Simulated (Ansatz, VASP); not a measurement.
Two plane-wave programs on MgO

```
Mg O
1.0
     2.13515   -2.13515    0.00000
     2.13515    0.00000   -2.13515
     9.69530    9.69530    9.69530
Mg O
6 6
Direct
  0.66667 0.66667 0.03670
  0.00000 0.00000 0.77079
  0.33333 0.33333 0.18352
  0.66667 0.66667 0.47715
  0.00000 0.00000 0.33034
  0.33333 0.33333 0.62397
  0.66667 0.66667 0.25693
  0.00000 0.00000 0.11011
  0.33333 0.33333 0.40375
  0.66667 0.66667 0.69738
  0.00000 0.00000 0.55056
  0.33333 0.33333 0.84420
```

Alike in both runs: task single point; functional LDA; k mesh 9 × 9 × 2; occupations gaussian, width 0.05 eV; no spin polarisation.

```csv
,VASP,Ansatz
version,VASP 6.6.1,Ansatz 0.2.0
potentials or method,"VASP PAW LDA potentials, release 64 (Mg, O), cutoff 520 eV","scalar-relativistic, plane waves, PAW"
valence electrons in the cell,48,96
```

VASP gave:

```
gap on the k mesh at the Fermi level (eV)                     : none
pressure (GPa)                                                : -11.5
traceless stress, the component that is largest in VASP (GPa) : -1.96
rms of the force components (eV/Å)                            : 0.423
```

Question: Estimate Ansatz's values.

Answer: gap on the k mesh at the Fermi level (eV): none; pressure (GPa): -10.2; traceless stress, the component that is largest in VASP (GPa): -1.98; rms of the force components (eV/Å): 0.427.

LDA's correlation is that of Perdew and Zunger in VASP and of Perdew and Wang (1992) in Ansatz. Atom by atom the forces differ by 0.008 eV/Å (rms over components). A gap of «none» marks a metal or a gap that the smearing closes. VASP's potentials hold 48 valence electrons a cell and Ansatz's 96, so a difference there can come from the potentials and not from the codes.
